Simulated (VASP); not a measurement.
MnS:

```
Mn S
1.0
     0.00000    2.47346    2.47346
     2.47346    0.00000    2.47346
     2.47346    2.47346    0.00000
Mn S
1 1
Direct
  0.00000 0.00000 0.00000
  0.75000 0.75000 0.75000
```

| Item | Value |
| --- | --- |
| Program | VASP 6.6.1 |
| Task | relaxation of cell and atoms |
| Functional | PBEsol |
| Potentials or basis | VASP PAW PBE potentials, release 64 (Mn_pv, S) |
| Cutoff | 600 eV |
| k mesh | 9 × 9 × 9 |
| Occupations | fermi-dirac, width 0.05 eV |
| Spin | collinear spin, ferromagnetic start |
| Starting moments | [4.0, 0.0] μB |
| Hubbard terms | Mn d U = 6.0 eV |

At the start: pressure 56.4 GPa; volume 15.13 Å³/atom.

Q: How do energy, volume and symmetry change on relaxing?

A: Over 4 steps the energy falls by 1073.7 meV/atom and the volume is 23.17 Å³/atom (+53.1 %); space group F-43m (No. 216, to 0.1 Å) before and after; moment 5.00 μB per cell.

Step by step:
```csv
step,energy change (eV),largest force (eV/Å),pressure (GPa),volume (Å³)
1,0.0000,0.0000,56.40,30.27
2,-1.6397,0.0000,-9.38,60.11
3,-2.1467,0.0000,-0.51,46.72
4,-2.1474,0.0000,-0.04,46.35
```

Final structure:
```
Mn S
1.0
     0.00000    2.85102    2.85102
     2.85102    0.00000    2.85102
     2.85102    2.85102    0.00000
Mn S
1 1
Direct
  0.00000 0.00000 0.00000
  0.75000 0.75000 0.75000
```

Caveat: the volume moved by over 15 % at a fixed basis, so the end points are rough; the PAW data sets were made with another functional, which shifts forces and pressure a little; a cell with one magnetic atom can't hold antiferromagnetic order, which such compounds often take.
